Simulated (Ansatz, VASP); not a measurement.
MgF2: VASP beside Ansatz

POSCAR

```
MgF2
1.0
    4.6220159946      0.0000000000      0.0000000000
    0.0000000000      4.6220159946      0.0000000000
    0.0000000000      0.0000000000      3.0156506419
Mg F
2 4
Direct
    0.0000000000      0.0000000000      0.0000000000
    0.5000000000      0.5000000000      0.5000000000
    0.3024930229      0.3024930229      0.0000000000
    0.1975069771      0.8024930229      0.5000000000
    0.8024930229      0.1975069771      0.5000000000
    0.6975069771      0.6975069771      0.0000000000
```

INCAR.step1

```
SYSTEM = MgF2
  PREC = Accurate
  ENCUT = 520
  EDIFF = 1E-5
  ISMEAR = 0
  SIGMA = 0.01
  LREAL = .False.
  LASPH = .True.
  NELM = 120
  ALGO = Normal
  ISIF = 2
  LWAVE = .True.
  NBANDS = 25
  GGA = PE
  GGA_COMPAT = .False.
  KPAR = 4
```

Contents of INCAR.step2:

```
SYSTEM = MgF2
  PREC = Accurate
  ENCUT = 520
  EDIFF = 1E-6
  ISMEAR = 0
  SIGMA = 0.01
  LREAL = .False.
  LASPH = .True.
  NELM = 120
  ALGO = Normal
  ISIF = 2
  LWAVE = .False.
  LCHARG = .True.
  GGA = PE
  LHFCALC = .True.
  HFSCREEN = 0.2079
  PRECFOCK = Normal
  LVHAR = .True.
  NBANDS = 25
  ISTART = 1
  GGA_COMPAT = .False.
  KPAR = 4
```

File KPOINTS:

```
Automatic mesh
0
Gamma
  4 4 6
  0 0 0
```

Input for Ansatz:

```yaml
crystal:
  lattice:
    - [4.6220159946, 0.0, 0.0]
    - [0.0, 4.6220159946, 0.0]
    - [0.0, 0.0, 3.0156506419]
  atoms:
    - { symbol: Mg, position: [0.0, 0.0, 0.0] }
    - { symbol: Mg, position: [0.5, 0.5, 0.5] }
    - { symbol: F, position: [0.3024930229, 0.3024930229, 0.0] }
    - { symbol: F, position: [0.1975069771, 0.8024930229, 0.5] }
    - { symbol: F, position: [0.8024930229, 0.1975069771, 0.5] }
    - { symbol: F, position: [0.6975069771, 0.6975069771, 0.0] }
kpoints:
  mp_grid: { grid: [4, 4, 6] }
  band_path:
    path:
      - [0.0, 0.0, 0.0]
      - [0.0, 0.5, 0.0]
      - [0.5, 0.5, 0.0]
      - [0.0, 0.0, 0.5]
      - [0.0, 0.5, 0.5]
      - [0.5, 0.5, 0.5]
    npoints: 1
hamiltonian:
  xc: hse06
scf:
  occupations: { method: fixed }
  n_extra_bands: 5
output:
  forces: true
  stress: true
  eigenvalues: true
```

Change from the starting cell: uniaxial_z strain -1.0%.

Alike in both runs: task single point; functional HSE06; k mesh 4 × 4 × 6; no spin polarisation.

|  | VASP | Ansatz |
| --- | --- | --- |
| version | VASP 6.6.1 | Ansatz 0.2.0 |
| potentials or method | VASP PAW PBE potentials, release 64 (Mg, F) | plane waves, PAW |
| plane-wave cutoff (eV) | 520 | 420 |
| occupations | gaussian, width 0.01 eV | fixed |
| valence electrons in the cell | 32 | 48 |

Ansatz gave:

```
gap on the k mesh at the Fermi level (eV)                     : 9.56
pressure (GPa)                                                : 2.3
traceless stress, the component that is largest in VASP (GPa) : 0.93
rms of the force components (eV/Å)                            : 0.012
```

Question: Which values does VASP return?

Answer: gap on the k mesh at the Fermi level (eV): 9.50; pressure (GPa): 1.9; traceless stress, the component that is largest in VASP (GPa): 0.95; rms of the force components (eV/Å): 0.008.

Atom by atom the forces differ by 0.003 eV/Å (rms over components). VASP's potentials hold 32 valence electrons a cell and Ansatz's 48, so a difference there can come from the potentials and not from the codes. Ansatz's warnings: stress exchange threshold loose, stress scf threshold loose.
